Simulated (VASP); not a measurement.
# Zn (P6/mmm) in VASP: a series of runs

Runs on Zn. Level: PBE. Tasks: single point, relaxation of cell and atoms.

Everything below comes from runs of VASP 6.6.1. Logs are shortened: lines on timing, memory, paths and dates and some standing lists are left out, and cuts for length are marked.

### 1 The cell of the first run

It takes space group P6/mmm (No. 191, hexagonal). The conventional cell has a = 2.576 Å, b = 2.576 Å, c = 3.036 Å, α = 90.00°, β = 90.00°, γ = 120.00°. Within 3.4 Å of Zn (site symmetry 6/mmm) lie 8 Zn at 2.58 to 3.04 Å.

### 2 Single point, PBE

File INCAR:

```
ALGO = Fast
EDIFF = 1E-6
ENCUT = 520
GGA = PE
ISIF = 2
ISMEAR = 0
LASPH = T
LCHARG = F
LREAL = F
LWAVE = F
NBANDS = 12
NELM = 80
PREC = Accurate
SIGMA = 0.1
```

File KPOINTS:

```
k-points
0
Gamma
  24 24 18
```

File POSCAR:

```
Zn
1.0
    2.5759009188      0.0000000000      0.0000000000
   -1.2879504594      2.2307956334      0.0000000000
    0.0000000000      0.0000000000      3.0358737567
Zn
1
Direct
    0.0000000000      0.0000000000      0.0000000000
```

Potentials or basis: VASP PAW PBE potentials, release 64 (Zn).

Run with:

```
$ cat potpaw_PBE.64/Zn/POTCAR > POTCAR
$ mpirun -np 1 vasp_std > vasp.out
```

OUTCAR:

```text
EDIFF = 1E-6
   ENCUT = 520
   GGA = PE
   ISIF = 2
   ISMEAR = 0
   LASPH = T
   LREAL = F
   NELM = 80
   PREC = Accurate

 ion  position               nearest neighbor table
   1  0.000  0.000  0.000-

  LATTYP: Found a hexagonal cell.
 ALAT       =     2.5759009188
 C/A-ratio  =     1.1785677526

  Lattice vectors:

 A1 = (   2.5759009188,   0.0000000000,   0.0000000000)
 A2 = (  -1.2879504594,   2.2307956334,   0.0000000000)
 A3 = (   0.0000000000,   0.0000000000,   3.0358737567)

Analysis of symmetry for initial positions (statically):
=====================================================================
 Subroutine PRICEL returns:
 Original cell was already a primitive cell.

 Routine SETGRP: Setting up the symmetry group for a
 hexagonal supercell.

 Subroutine GETGRP returns: Found 24 space group operations
 (whereof 24 operations were pure point group operations)
 out of a pool of 24 trial point group operations.

The static configuration has the point symmetry D_6h.

Analysis of symmetry for dynamics (positions and initial velocities):
=====================================================================
 Subroutine PRICEL returns:
 Original cell was already a primitive cell.

 Routine SETGRP: Setting up the symmetry group for a
 hexagonal supercell.

 Subroutine GETGRP returns: Found 24 space group operations
 (whereof 24 operations were pure point group operations)
 out of a pool of 24 trial point group operations.

The dynamic configuration has the point symmetry D_6h.

 Subroutine INISYM returns: Found 24 space group operations
 (whereof 24 operations are pure point group operations),
 and found     1 'primitive' translations

----------------------------------------------------------------------------------------

                                     Primitive cell

  volume of cell :      17.4451

  direct lattice vectors                    reciprocal lattice vectors
     2.575900919  0.000000000  0.000000000     0.388213690  0.224135278  0.000000000
    -1.287950459  2.230795633  0.000000000     0.000000000  0.448270556  0.000000000
     0.000000000  0.000000000  3.035873757     0.000000000  0.000000000  0.329394461

  length of vectors
     2.575900919  2.575900919  3.035873757     0.448270557  0.448270556  0.329394461

  position of ions in fractional coordinates (direct lattice)
     0.000000000  0.000000000  0.000000000

  ion indices of the primitive-cell ions
   primitive index   ion index
[... 76 lines left out ...]
   NSW    =      0    number of steps for IOM
   IBRION =     -1    ionic relax: 0-MD 1-quasi-New 2-CG
   NFREE  =      0    steps in history (QN), initial steepest desc. (CG)
   ISIF   =      2    stress and relaxation
   ISYM   =      2    0-nonsym 1-usesym 2-fastsym
   POTIM  = 0.5000    time-step for ionic-motion
   TEBEG  =    0.0;   TEEND  =   0.0 temperature during run
   PSTRESS=    0.0 pullay stress
   NELECT =      12.0000    total number of electrons
   NUPDOWN=      -1.0000    fix difference up-down
   EMIN   =  10.00;   EMAX   =-10.00  energy-range for DOS
   EFERMI =   0.00;   METHOD = LEGACY
   ISMEAR =     0;   SIGMA  =   0.10  broadening in eV -4-tet -1-fermi 0-gaus
   EFERMI_NEDOS =   21; number of points for ismear=-14 and -15
   IALGO  =     68    algorithm
   IMIX   =      4    mixing-type and parameters
     AMIX     =   0.40;   BMIX     =  1.00
     AMIX_MAG =   1.60;   BMIX_MAG =  1.00
  volume/ion in A,a.u.               =      17.45       117.73
  Fermi-wavevector in a.u.,A,eV,Ry     =   1.445144  2.730926 28.414955  2.088440
  Thomas-Fermi vector in A             =   2.563359
   LORBIT       =      0    0 simple, 1 ext, 2 COOP (PROOUT), +10 PAW based schemes
   GGA     = PE    functional components
   LHFCALC =     F    Hartree Fock is set to
   AEXX    =    0.0000 exact exchange contribution
   IVDW    =     0    specifies the selected vdW correction
   LEPSILON=     F    determine dielectric tensor
   LRPA    =     F    only Hartree local field effects (RPA)
 non-spin polarized calculation
 RMM-DIIS sequential band-by-band and
 Gauss-broadening in eV      SIGMA  =   0.10
  energy-cutoff  :      520.00
  volume of cell :       17.45
 maximum number of plane-waves:       480
 NGX is ok and might be reduce to    20

 number of electron      12.0000004 magnetization

 Free energy of the ion-electron system (eV)
  ---------------------------------------------------
  ext. energy  EPLUGINS =         0.00000000
  ---------------------------------------------------
  free energy    TOTEN  =        -0.99749572 eV

  energy without entropy =       -0.99615670  energy(sigma->0) =       -0.99682621

 E-fermi :   2.1353     XC(G=0): -10.7349

 val. band max:        2.0992214316   @ k =   0.5000  -0.0000   0.3889
 cond. band min:       2.1462106818   @ k =   0.1667   0.1250   0.3889
 fundamental gap:      0.0469892502
 Fermi energy:         2.1353482349

 k-point     1 :       0.0000    0.0000    0.0000
  band No.  band energies     occupation
      1      -7.4721      2.00000
      2      -5.7842      2.00000
      3      -5.4441      2.00000
      4      -5.4441      2.00000
      5      -4.8456      2.00000
      6      -4.8456      2.00000
      7       8.4875      0.00000
      8      12.4697      0.00000
      9      22.2261      0.00000
     10      22.2261      0.00000
     11      23.1410      0.00000
     12      25.1031      0.00000
[... 331 lines left out ...]
 k-point    24 :       0.4583    0.0417    0.0000
  band No.  band energies     occupation
      1      -6.2429      2.00000
      2      -5.4911      2.00000
      3      -5.3129      2.00000
      4      -4.9794      2.00000
      5      -4.5816      2.00000
      6       0.0118      2.00000
      7       2.1666      0.65817
      8      13.9953      0.00000
      9      15.4400      0.00000
     10      17.5657      0.00000
     11      18.8373      0.00000
     12      19.2668      0.00000

 [... further k-points ...]
[... 5 lines left out ...]
  --------------------------------------------------------------------------------------
  -------------------------------------------------------------------------------------
  Total        0.0016893      0.0016893     -0.0377580      0.0000000     -0.0000000      0.0000000
  in kB        0.1551507      0.1551507     -3.4677472      0.0000000     -0.0000000      0.0000000
  external PRESSURE =      -1.0524820 kB  Pullay stress =       0.0000000 kB

 VOLUME and BASIS-vectors are now :
 -----------------------------------------------------------------------------
  energy-cutoff  :      520.00
  volume of cell :       17.45
      direct lattice vectors                 reciprocal lattice vectors
     2.575900919  0.000000000  0.000000000     0.388213690  0.224135278  0.000000000
    -1.287950459  2.230795633  0.000000000     0.000000000  0.448270556  0.000000000
     0.000000000  0.000000000  3.035873757     0.000000000  0.000000000  0.329394461

 POSITION                                       TOTAL-FORCE (eV/Angst)
 -----------------------------------------------------------------------------------
      0.00000      0.00000      0.00000         0.000000      0.000000      0.000000
 -----------------------------------------------------------------------------------
    total drift:                               -0.000000      0.000000     -0.000000

  FREE ENERGIE OF THE ION-ELECTRON SYSTEM (eV)
  ---------------------------------------------------
  free  energy   TOTEN  =        -0.9974957194 eV

  energy  without entropy=       -0.9961566986  energy(sigma->0) =       -0.99682621
```

OSZICAR:

```text
N       E                     dE             d eps       ncg     rms          rms(c)
DAV:   1     0.437155950000E+02    0.43716E+02   -0.65657E+03 14940   0.151E+03
DAV:   2     0.380250097386E+00   -0.43335E+02   -0.40843E+02 15172   0.214E+02
DAV:   3    -0.109187038716E+01   -0.14721E+01   -0.14694E+01 17064   0.393E+01
DAV:   4    -0.109613398424E+01   -0.42636E-02   -0.42634E-02 16440   0.212E+00
DAV:   5    -0.109613799479E+01   -0.40106E-05   -0.40105E-05 17096   0.625E-02    0.258E+00
RMM:   6    -0.100547231140E+01    0.90666E-01   -0.24238E-01 17709   0.660E+00    0.189E+00
RMM:   7    -0.100022286259E+01    0.52494E-02   -0.79256E-03 18215   0.131E+00    0.912E-01
RMM:   8    -0.997504589301E+00    0.27183E-02   -0.26297E-03 17410   0.545E-01    0.704E-02
RMM:   9    -0.997522346876E+00   -0.17758E-04   -0.62165E-04 18662   0.377E-01    0.621E-02
RMM:  10    -0.997496495232E+00    0.25852E-04   -0.67439E-05 18413   0.985E-02    0.142E-02
RMM:  11    -0.997495719381E+00    0.77585E-06   -0.63487E-06 17181   0.278E-02
   1 F= -.99749572E+00 E0= -.99682621E+00  d E =-.133902E-02
```

stdout:

```text
POSCAR found type information on POSCAR Zn
 POSCAR found :  1 types and       1 ions
 scaLAPACK will be used
 LDA part: xc-table for (Slater+PW92), standard interpolation
 POSCAR, INCAR and KPOINTS ok, starting setup
 FFT: planning ... GRIDC
 FFT: planning ... GRID_SOFT
 FFT: planning ... GRID
 WAVECAR not read
 entering main loop
WARNING in EDDRMM: call to ZHEGV failed, returncode =   8  4     10
WARNING in EDDRMM: call to ZHEGV failed, returncode =   8  4     12
```

Wall time 63 s (1 thread of Intel Xeon Platinum 8259CL at 2.50GHz (Skylake/Cascade Lake), shared host); peak memory 0.22 GiB.

Results:

```yaml
Free_energy: -0.9975 eV
Pressure: -0.1 GPa
Band_gap_on_the_k_mesh: zero (band 6 reaches 6.00 eV, above the bottom of band 7 at -1.44 eV)
```

Levels at points of the mesh, in eV from the Fermi level:
```csv
k point,band 2,band 3,band 4,band 5,band 6,band 7,band 8,band 9,band 10,band 11
"(0.00, 0.00, 0.00)",-7.92,-7.58,-7.58,-6.98,-6.98,6.35,10.33,20.09,20.09,21.01
"(0.50, 0.00, 0.00)",-7.63,-7.45,-7.11,-6.68,-1.97,-0.24,12.59,13.36,15.51,15.93
"(0.00, 0.00, 0.50)",-7.56,-7.56,-7.06,-7.06,-5.19,-3.57,23.07,23.07,23.12,25.40
"(0.50, 0.00, 0.50)",-8.01,-7.22,-6.90,-6.68,0.34,3.25,3.25,6.62,15.09,19.20
```

### 3 Relaxation of cell and atoms, PBE

This run uses another cell than the first one: it holds 3 atoms, not 1.

File INCAR:

```
ALGO = Fast ; EDIFF = 1E-6
EDIFFG = -0.01 ; ENCUT = 600
GGA = PE ; IBRION = 2
ISIF = 3 ; ISMEAR = 0
LASPH = True ; LCHARG = False
LREAL = False ; LWAVE = False
NELM = 60 ; NSW = 100
PREC = Accurate ; SIGMA = 0.1
```

File KPOINTS:

```
k-points
0
Gamma
  12 12 18
```

File POSCAR:

```
Zn
1.0
    4.5722839066      0.0000000000      0.0000000000
   -2.2861419533      3.9597140164      0.0000000000
    0.0000000000      0.0000000000      2.6077085432
Zn
3
Direct
    0.0000000000      0.0000000000      0.0000000000
    0.3333333333      0.6666666667      0.5000000000
    0.6666666667      0.3333333333      0.5000000000
```

Potentials or basis: VASP PAW PBE potentials, release 64 (Zn).

Run with:

```
$ cat potpaw_PBE.64/Zn/POTCAR > POTCAR
$ mpirun -np 1 vasp_std > vasp.out
```

Run time: 28 min. Hardware: 1 thread of Oxide Virtual Turin-like, shared host; peak memory 0.31 GiB.

It converged, with:

| Quantity | Value |
| --- | --- |
| Free energy | -3.0365 eV |
| Relaxed volume | 15.70 Å³/atom |
| Relaxed cell | a = 4.537 Å, b = 4.537 Å, c = 2.643 Å, α = 90.00°, β = 90.00°, γ = 120.00° |
| Space group after relaxing (to 0.05 Å) | P6/mmm (No. 191) |
| Energy gained by relaxing | 0.6 meV/atom |
| Ionic steps | 8 |
| Pressure after relaxing | 0.1 GPa |
| Band gap on the k mesh | zero (band 18 reaches 6.99 eV, above the bottom of band 19 at 1.61 eV) |

Stress tensor (GPa, compression positive):
```
0.09 0.00 0.00
0.00 0.09 0.00
0.00 0.00 0.00
```

The path:
| step | energy change (eV) | largest force (eV/Å) | pressure (GPa) | volume (Å³) |
| --- | --- | --- | --- | --- |
| 1 | 0.0000 | 0.0000 | -0.18 | 47.21 |
| 2 | -0.0010 | 0.0000 | 0.04 | 47.09 |
| 3 | -0.0016 | 0.0000 | 0.19 | 46.88 |
| 4 | -0.0016 | 0.0000 | 0.11 | 46.86 |
| 5 | -0.0016 | 0.0000 | 0.30 | 46.82 |
| 6 | -0.0016 | 0.0000 | 0.48 | 46.84 |
| 7 | -0.0016 | 0.0000 | 0.40 | 46.85 |
| 8 | -0.0018 | 0.0000 | 0.06 | 47.11 |

Final structure:
```
Zn
1.0
     4.53705    0.00000    0.00000
    -2.26853    3.92920    0.00000
     0.00000    0.00000    2.64275
Zn
3
Cartesian
  0.0000 0.0000 0.0000
  0.0000 2.6195 1.3214
  2.2685 1.3097 1.3214
```

Levels at points of the mesh, in eV from the Fermi level:
```tsv
k point	band 14	band 15	band 16	band 17	band 18	band 19	band 20	band 21	band 22
(0.00, 0.00, 0.00)	-7.31	-7.00	-7.00	0.45	0.52	0.52	0.56	0.56	0.60
(0.50, 0.00, 0.00)	-7.08	-6.99	-6.82	-6.65	-2.73	-1.34	7.65	7.71	8.22
(0.00, 0.00, 0.50)	-7.07	-6.82	-3.94	-3.93	4.04	4.38	4.38	4.69	5.67
(0.50, 0.00, 0.50)	-6.97	-6.90	-2.37	-1.82	-1.16	-0.75	2.79	2.99	3.51
```
